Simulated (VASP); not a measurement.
Wanted: the native input for a VASP 6.6.1 run.

- Task: relaxation of cell and atoms
- Functional: PBE
- Potentials or basis: VASP PAW PBE potentials, release 64 (B, Pt)
- Cutoff: 600 eV
- k mesh: 6 × 6 × 4
- Occupations: gaussian, width 0.1 eV
- Spin: no spin polarisation
- Dipole correction: no
- Further INCAR settings: ALGO = Normal; EDIFF = 1e-07; IBRION = 2; EDIFFG = -0.04; NSW = 90; ISIF = 3

The structure of B10Pt lies in POSCAR:

```
B10Pt
1.0
    4.9009149600      0.0000000000      0.0000000000
   -2.4504574800      4.2443168600      0.0000000000
    0.0000000000      0.0000000000      4.2032885100
B Pt
10 1
Direct
    0.8100892800      0.1899107200      0.0000000000
    0.8100892800      0.6201785500      0.0000000000
    0.3798214500      0.1899107200      0.0000000000
    0.1899107200      0.8100892800      0.0000000000
    0.1899107200      0.3798214500      0.0000000000
    0.6201785500      0.8100892800      0.0000000000
    0.3333333300      0.6666666700      0.6473112500
    0.3333333300      0.6666666700      0.3526887500
    0.6666666700      0.3333333300      0.3526887500
    0.6666666700      0.3333333300      0.6473112500
    0.0000000000      0.0000000000      0.0000000000
```

The cell was built from a structure type or drawn by symmetry, and may not be a known phase.

One way to write it, as run:

INCAR

```
SYSTEM = B10Pt
PREC     = Accurate       ! precision mode
ENCUT    = 600            ! plane-wave cutoff, eV
EDIFF    = 1E-7           ! SCF threshold, eV
ISMEAR   = 0              ! smearing method
SIGMA    = 0.1            ! smearing width, eV
LREAL    = .False.        ! projectors in reciprocal space
LASPH    = .True.         ! aspherical terms in the spheres
NELM     = 100            ! most SCF steps
ALGO     = Normal         ! electronic algorithm
ISIF     = 3              ! what is computed and relaxed
LWAVE    = .False.        ! write WAVECAR
LCHARG   = .False.        ! write CHGCAR
GGA      = PE             ! functional
IBRION   = 2              ! ionic algorithm
NSW      = 90             ! ionic steps
EDIFFG   = -0.04          ! ionic threshold
```

KPOINTS

```
regular mesh
0
Gamma
  6 6 4
  0 0 0
```

Potentials or basis: VASP PAW PBE potentials, release 64 (B, Pt).

Launch:

```bash
$ cat potpaw_PBE.64/B/POTCAR potpaw_PBE.64/Pt/POTCAR > POTCAR
$ mpirun -np 1 vasp_std > vasp.out
```

Results of the run:

```
Relaxed volume                        : 10.59 Å³/atom
Relaxed cell                          : a = 5.593 Å, b = 5.593 Å, c = 4.298 Å, α = 90.00°, β = 90.00°, γ = 120.00°
Space group after relaxing (to 0.1 Å) : P6/mmm (No. 191)
Pressure after relaxing               : 0.1 GPa
Largest force after relaxing          : 0.038 eV/Å
Band gap on the k mesh                : zero (bands 20 and 21 overlap by 1.43 eV)
```

Caveat: the k points lie up to 0.37 Å⁻¹ apart in the final cell, too coarse for converged energies and pressures of a metal; the volume moved by over 15 % at a fixed basis, so the end points are rough; spin-orbit coupling is left out, which moves the levels of the heavy elements.

Run time: 11 min on 1 thread of AMD EPYC 9R14 (Zen 4) (shared host), peak memory 0.23 GiB.
